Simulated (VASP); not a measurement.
Set up this calculation in VASP 6.6.1, as the native input.

- Task: single point
- Functional: r2SCAN
- Potentials or basis: VASP PAW PBE potentials, release 64 (Ge_d, S)
- Cutoff: 550 eV
- k mesh: 4 × 9 × 8
- Occupations: fermi-dirac, width 0.1 eV
- Spin: no spin polarisation
- Dipole correction: no
- Further INCAR settings: ALGO = Normal; EDIFF = 1e-06; NBANDS = 50

The system is GeS.

```
Ge S
1.0
    10.40153    0.00000    0.00000
     0.00000    3.63355    0.00000
     0.00000    0.00000    4.28240
Ge S
4 4
Direct
  0.37500 0.25000 0.16700
  0.12500 0.75000 0.66700
  0.87500 0.25000 0.33300
  0.62500 0.75000 0.83300
  0.13900 0.25000 0.11100
  0.36100 0.75000 0.61100
  0.63900 0.25000 0.38900
  0.86100 0.75000 0.88900
```

The input as run:

POSCAR

```
GeS
1.0
   10.4015339300      0.0000000000      0.0000000000
    0.0000000000      3.6335492800      0.0000000000
    0.0000000000      0.0000000000      4.2823973700
Ge S
4 4
Direct
    0.3750000000      0.2500000000      0.1670000000
    0.1250000000      0.7500000000      0.6670000000
    0.8750000000      0.2500000000      0.3330000000
    0.6250000000      0.7500000000      0.8330000000
    0.1390000000      0.2500000000      0.1110000000
    0.3610000000      0.7500000000      0.6110000000
    0.6390000000      0.2500000000      0.3890000000
    0.8610000000      0.7500000000      0.8890000000
```

INCAR.step1

```
PREC = Accurate
ENCUT = 550
ISMEAR = -1
SIGMA = 0.1
LREAL = False
LASPH = True
NELM = 120
NBANDS = 50
GGA = PE
ALGO = Normal
EDIFF = 1E-5
LWAVE = True
LCHARG = False
GGA_COMPAT = False
```

INCAR.step2

```
PREC = Accurate
ENCUT = 550
EDIFF = 1E-6
ISMEAR = -1
SIGMA = 0.1
LREAL = False
LASPH = True
NELM = 120
ALGO = Normal
ISIF = 2
LWAVE = False
LCHARG = False
METAGGA = R2SCAN
LMIXTAU = True
NBANDS = 50
ISTART = 1
GGA_COMPAT = False
```

KPOINTS

```
Automatic mesh
0
Gamma
  4 9 8
```

Potentials or basis: VASP PAW PBE potentials, release 64 (Ge_d, S).

The run is started by

```sh
$ cat potpaw_PBE.64/Ge_d/POTCAR potpaw_PBE.64/S/POTCAR > POTCAR
$ cp INCAR.step1 INCAR
$ mpirun -np 1 vasp_std > vasp.out
$ cp INCAR.step2 INCAR
$ mpirun -np 1 vasp_std > vasp.out
```

Results of the run:

* Pressure: -1.4 GPa
* Largest force: 1.124 eV/Å
* Band gap on the k mesh: zero (bands 40 and 41 overlap by 0.17 eV)

Caveat: the stress differs along the axes, from -7 to 3 GPa; the PAW data sets were made with another functional, which shifts forces and pressure a little.

Run time: 16 min on 1 thread of AMD EPYC 9R45 96-Core Processor (Zen 5), on a shared host, peak memory 0.58 GiB.
